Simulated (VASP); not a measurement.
# CdTe: vibrations by perturbation theory with PBE

CdTe:

```
Cd Te
1.0
     0.00000    3.20500    3.20500
     3.20500    0.00000    3.20500
     3.20500    3.20500    0.00000
Cd Te
1 1
Direct
  0.00000 0.00000 0.00000
  0.75000 0.75000 0.75000
```

* Program: VASP 6.6.1
* Task: vibrations by perturbation theory
* Functional: PBE
* Potentials or basis: VASP PAW PBE potentials, release 64 (Cd, Te)
* Cutoff: 520 eV
* k mesh: 8 × 8 × 8
* Occupations: gaussian, width 0.05 eV
* Spin: no spin polarisation
* Dipole correction: no
* Further INCAR settings: ALGO = Normal; EDIFF = 1e-08; IBRION = 8; NSW = 1

The highest phonon frequency at Γ, LO-TO splitting left out is 155 cm⁻¹.

Phonon frequencies in cm⁻¹ (negative: imaginary):
```
              q point        frequencies
(0.000, 0.000, 0.000)  0 0 0 155 155 155
```

Wall time 8.7 min on 1 thread of Intel Xeon 8259CL, with other jobs on the host, peak memory 0.39 GiB.

Caveat: the cell stands under pressure or tension, which shifts response properties.
